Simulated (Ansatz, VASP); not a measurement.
# Two plane-wave programs on SiC

```xyz
16
Lattice="1.5376 -2.6632 0.0000 0.0000 0.0000 -5.0482 11.8237 6.8264 0.0000" Properties=species:S:1:pos:R:3 pbc="T T T"
Si    8.4568    3.1071   -5.0249
Si    0.7688    0.4439   -5.0249
Si    3.8440    0.4439   -5.0249
Si    5.3816    3.1071   -5.0249
Si    9.9944    2.2193   -2.5008
Si    2.3064   -0.4439   -2.5008
Si    5.3816   -0.4439   -2.5008
Si    6.9192    2.2193   -2.5008
C     8.4568    3.1071   -3.1279
C     0.7688    0.4439   -3.1279
C     3.8440    0.4439   -3.1279
C     5.3816    3.1071   -3.1279
C     9.9944    2.2193   -0.6038
C     2.3064   -0.4439   -0.6038
C     5.3816   -0.4439   -0.6038
C     6.9192    2.2193   -0.6038
```

Alike in both runs: task single point; functional r2SCAN; k mesh 7 × 5 × 2; occupations gaussian, width 0.05 eV; no spin polarisation.

```csv
,VASP,Ansatz
version,VASP 6.6.1,Ansatz 0.2.0
potentials or method,"VASP PAW PBE potentials, release 64 (Si, C), cutoff 520 eV","scalar-relativistic, plane waves, PAW"
valence electrons in the cell,64,64
```

|  | VASP | Ansatz | Ansatz less VASP |
| --- | --- | --- | --- |
| gap on the k mesh at the Fermi level (eV) | 0.65 | 0.66 | +0.014 |
| least direct gap on the mesh (eV) | 0.70 | 0.72 | +0.015 |
| pressure (GPa) | -3.5 | -3.4 | +0.11 |
| traceless stress, the component that is largest in VASP (GPa) | -3.79 | -3.84 | -0.046 |
| rms of the force components (eV/Å) | 1.008 | 1.010 | +0.0014 |

VASP's potentials were made for PBE, not for r2SCAN. Atom by atom the forces differ by 0.008 eV/Å (rms over components).
